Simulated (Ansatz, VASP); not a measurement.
# Al2O3: VASP beside Ansatz

```
CELL_PARAMETERS angstrom
2.97541 0.00000 0.00000
-1.48770 2.57678 0.00000
0.00000 0.00000 7.31429
ATOMIC_POSITIONS crystal
Al 0.00000 0.00000 0.27193
Al 0.00000 0.00000 0.72807
O 0.33333 0.66667 0.19054
O 0.66667 0.33333 0.80946
O 0.00000 0.00000 0.50000
```

Alike in both runs: functional PBEsol; dispersion D3(BJ); k mesh 12 × 12 × 4; occupations gaussian, width 0.01 eV; no spin polarisation.

Ansatz relaxed the structure, and its values are those at the end. VASP's run is a single point on that final structure, the one shown.

|  | VASP | Ansatz |
| --- | --- | --- |
| version | VASP 6.6.1 | Ansatz 0.2.0 |
| potentials or method | VASP PAW PBE potentials, release 64 (Al, O) | plane waves, PAW |
| plane-wave cutoff (eV) | 520 | 420 |
| valence electrons in the cell | 24 | 24 |

```tsv
	VASP	Ansatz	Ansatz less VASP
pressure (GPa)	0.3	0.0	-0.34
rms of the force components (eV/Å)	0.034	0.000	-0.0337
```

VASP's potentials were made for PBE, not for PBEsol.
